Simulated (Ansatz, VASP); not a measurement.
# Two plane-wave programs on KMo

Contents of INCAR:

```
SYSTEM = KMo
PREC = Accurate
ENCUT = 520
EDIFF = 1E-6
ISMEAR = 0
SIGMA = 0.1
LREAL = .FALSE.
LASPH = .TRUE.
NELM = 80
ALGO = Normal
ISIF = 2
LWAVE = .FALSE.
LCHARG = .FALSE.
GGA = PE
NBANDS = 18
```

KPOINTS

```
Automatic mesh
0
G
  6 6 6
  0 0 0
```

Contents of POSCAR:

```
KMo
1.0
    3.7503554983      0.0000000000      0.0000000000
    0.0000000000      3.7503554983      0.0000000000
    0.0000000000      0.0000000000      3.7503554983
K Mo
1 1
Direct
    0.0000000000      0.0000000000      0.0000000000
    0.5000000000      0.5000000000      0.5000000000
```

Input for Ansatz:

```yaml
crystal:
  lattice:
    - [3.7503554983, 0.0, 0.0]
    - [0.0, 3.7503554983, 0.0]
    - [0.0, 0.0, 3.7503554983]
  atoms:
    - { symbol: K, position: [0.0, 0.0, 0.0] }
    - { symbol: Mo, position: [0.5, 0.5, 0.5] }
basis:
  ecutwfc: 420
kpoints:
  mp_grid: { grid: [6, 6, 6] }
hamiltonian:
  xc: pbe
scf:
  occupations: { method: gaussian, width: 0.1 }
  lower_state_search: "off"
output:
  forces: true
  stress: true
  eigenvalues: true
```

Alike in both runs: task single point; functional PBE; k mesh 6 × 6 × 6; occupations gaussian, width 0.1 eV; no spin polarisation.

```csv
,VASP,Ansatz
version,VASP 6.6.1,Ansatz 0.2.0
potentials or method,"VASP PAW PBE potentials, release 64 (K_sv, Mo_sv), cutoff 520 eV","scalar-relativistic, plane waves, PAW"
valence electrons in the cell,23,23
```

```csv
,VASP,Ansatz,Ansatz less VASP
gap on the k mesh at the Fermi level (eV),none,none,-
pressure (GPa),-0.5,-0.6,-0.13
```

A gap of «none» marks a metal or a gap that the smearing closes.
